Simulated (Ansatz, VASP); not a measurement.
## Two plane-wave programs on SrAl2O2

```
Sr Al O
1.0
     2.18163   -6.03221    0.00000
     2.18163    6.03221    0.00000
     0.00000    0.00000    3.21281
Sr Al O
1 2 2
Cartesian
  2.1816 0.0000 0.0000
  2.1816 -3.7480 1.6064
  2.1816 3.7480 1.6064
  2.1816 -4.6727 0.0000
  2.1816 4.6727 0.0000
```

Change from the starting cell: the structure that the rattled cell fell into.

Alike in both runs: task single point; functional PBE; k mesh 4 × 4 × 6; occupations gaussian, width 0.1 eV; no spin polarisation.

```csv
,VASP,Ansatz
version,VASP 6.6.1,Ansatz 0.2.0
potentials or method,"VASP PAW PBE potentials, release 64 (Sr_sv, Al, O), cutoff 520 eV","scalar-relativistic, plane waves, PAW"
valence electrons in the cell,28,28
```

|  | VASP | Ansatz | Ansatz less VASP |
| --- | --- | --- | --- |
| gap on the k mesh at the Fermi level (eV) | none | none | - |
| pressure (GPa) | 1.1 | 1.0 | -0.13 |
| traceless stress, the component that is largest in VASP (GPa) | 2.37 | 2.40 | +0.033 |
| rms of the force components (eV/Å) | 0.088 | 0.077 | -0.0112 |

Atom by atom the forces differ by 0.011 eV/Å (rms over components). A gap of «none» marks a metal or a gap that the smearing closes.

The k mesh is coarse, so the values compare programs but aren't converged.
